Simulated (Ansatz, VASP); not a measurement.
## Two plane-wave programs on Ta

```xyz
1
Lattice="2.7535 0.0000 0.0000 0.0000 2.7535 0.0000 0.0000 0.0000 2.7535" Properties=species:S:1:pos:R:3 pbc="T T T"
Ta    0.0000    0.0000    0.0000
```

Alike in both runs: task single point; functional LDA; k mesh 13 × 13 × 13; occupations fermi-dirac, width 0.1 eV; no spin polarisation.

|  | VASP | Ansatz |
| --- | --- | --- |
| version | VASP 6.6.1 | Ansatz 0.2.0 |
| potentials or method | VASP PAW LDA potentials, release 64 (Ta_pv), cutoff 520 eV | plane waves (420 eV) with PAW, scalar-relativistic |
| valence electrons in the cell | 11 | 13 |

```csv
,VASP,Ansatz,Ansatz less VASP
pressure (GPa),-10.5,-11.0,-0.47
```

Ansatz warns that its potentials were made for another functional, while VASP's fit it. LDA's correlation is that of Perdew and Zunger in VASP and of Perdew and Wang (1992) in Ansatz. VASP's potentials hold 11 valence electrons a cell and Ansatz's 13, so a difference there can come from the potentials and not from the codes.

Spin-orbit coupling is off throughout.
